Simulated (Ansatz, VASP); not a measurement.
# Al2Cu: VASP beside Ansatz

```
CELL_PARAMETERS angstrom
-2.18772 2.18772 3.03595
2.18772 -2.18772 3.03595
2.18772 2.18772 -3.03595
ATOMIC_POSITIONS crystal
Al 0.75000 0.25000 0.50000
Al 0.25000 0.75000 0.50000
Cu 0.50000 0.50000 0.00000
```

Alike in both runs: task single point; functional PBE; k mesh 14 × 14 × 14; occupations gaussian, width 0.15 eV; no spin polarisation.

|  | VASP | Ansatz |
| --- | --- | --- |
| version | VASP 6.6.1 | Ansatz 0.2.0 |
| potentials or method | VASP PAW PBE potentials, release 64 (Al, Cu), cutoff 520 eV | scalar-relativistic, plane waves, PAW |
| valence electrons in the cell | 17 | 25 |

|  | VASP | Ansatz | Ansatz less VASP |
| --- | --- | --- | --- |
| gap on the k mesh at the Fermi level (eV) | none | none | - |
| pressure (GPa) | -10.8 | -11.3 | -0.51 |
| traceless stress, the component that is largest in VASP (GPa) | 0.53 | 0.54 | +0.010 |

A gap of «none» marks a metal or a gap that the smearing closes. VASP's potentials hold 17 valence electrons a cell and Ansatz's 25, so a difference there can come from the potentials and not from the codes.
